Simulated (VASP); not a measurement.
# BaTlBr3: single point with r2SCAN

Crystal: BaTlBr3.

```
CELL_PARAMETERS angstrom
6.29107 0.00000 0.00000
0.00000 6.29107 0.00000
0.00000 0.00000 6.29107
ATOMIC_POSITIONS crystal
Tl 0.00000 0.00000 0.00000
Ba 0.50000 0.50000 0.50000
Br 0.50000 0.50000 0.00000
Br 0.50000 0.00000 0.50000
Br 0.00000 0.50000 0.50000
```

| Property | Result |
| --- | --- |
| Program | VASP 6.6.1 |
| Task | single point |
| Functional | r2SCAN |
| Potentials or basis | VASP PAW PBE potentials, release 64 (Tl_d, Ba_sv, Br) |
| Cutoff | 520 eV |
| k mesh | 4 × 4 × 4 |
| Occupations | gaussian, width 0.01 eV |
| Spin | no spin polarisation |

```json
{
  "Pressure": "-0.2 GPa",
  "Band gap on the k mesh": "3.40 eV (least direct gap 3.59 eV)"
}
```

Levels at points of the mesh, in eV from the valence-band top:
| k point | band 19 | band 20 | band 21 | band 22 | band 23 | band 24 | band 25 | band 26 |
| --- | --- | --- | --- | --- | --- | --- | --- | --- |
| (0.00, 0.00, 0.00) | -0.34 | -0.15 | -0.15 | -0.15 | 4.41 | 4.41 | 4.41 | 5.62 |
| (0.50, 0.00, 0.00) | -0.46 | -0.40 | -0.19 | -0.19 | 3.40 | 4.16 | 4.16 | 5.71 |
| (0.50, 0.50, 0.00) | -0.55 | -0.55 | -0.34 | 0.00 | 3.89 | 3.89 | 3.93 | 6.68 |
| (0.50, 0.50, 0.50) | -1.17 | 0.00 | 0.00 | 0.00 | 4.29 | 4.29 | 4.29 | 7.51 |

Run time: 120 s on 1 thread of Intel(R) Xeon(R) 6975P-C (Granite Rapids) (shared host), peak memory 0.41 GiB.

Caveat: the PAW data sets were made with another functional, which shifts forces and pressure a little; spin-orbit coupling is left out, which moves the levels of the heavy elements. A k mesh can miss the band edges.
